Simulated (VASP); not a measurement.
## W: single point with PBE

W:

```
W
1.0
    -1.59186    1.59186    1.59186
     1.59186   -1.59186    1.59186
     1.59186    1.59186   -1.59186
W
1
Direct
  0.00000 0.00000 0.00000
```

```yaml
Program: VASP 6.6.1
Task: single point
Functional: PBE
Potentials_or_basis: VASP PAW PBE potentials, release 64 (W_sv)
Cutoff: 520 eV
k_mesh: 18 × 18 × 18
Occupations: gaussian, width 0.1 eV
Spin: no spin polarisation
Dipole_correction: no
Further_INCAR_settings: ALGO = Fast; EDIFF = 1e-07; NBANDS = 13
```

```
Pressure               : 0.5 GPa
Band gap on the k mesh : zero (band 7 reaches 16.23 eV, above the bottom of band 8 at 9.99 eV)
```

Levels at points of the mesh, in eV from the Fermi level:
```tsv
k point	band 5	band 6	band 7	band 8	band 9	band 10
(0.00, 0.00, 0.00)	-9.54	-1.20	-1.20	-1.20	2.22	2.22
(0.50, 0.00, 0.00)	-6.16	-3.48	0.62	2.11	3.06	6.00
(0.50, 0.50, 0.50)	-5.69	-5.69	5.04	5.04	5.04	8.11
```

Run time: 75 s on 1 thread of AMD EPYC 7R13, with other jobs on the host, peak memory 0.14 GiB.

Caveat: spin-orbit coupling is left out, which moves the levels of the heavy elements.
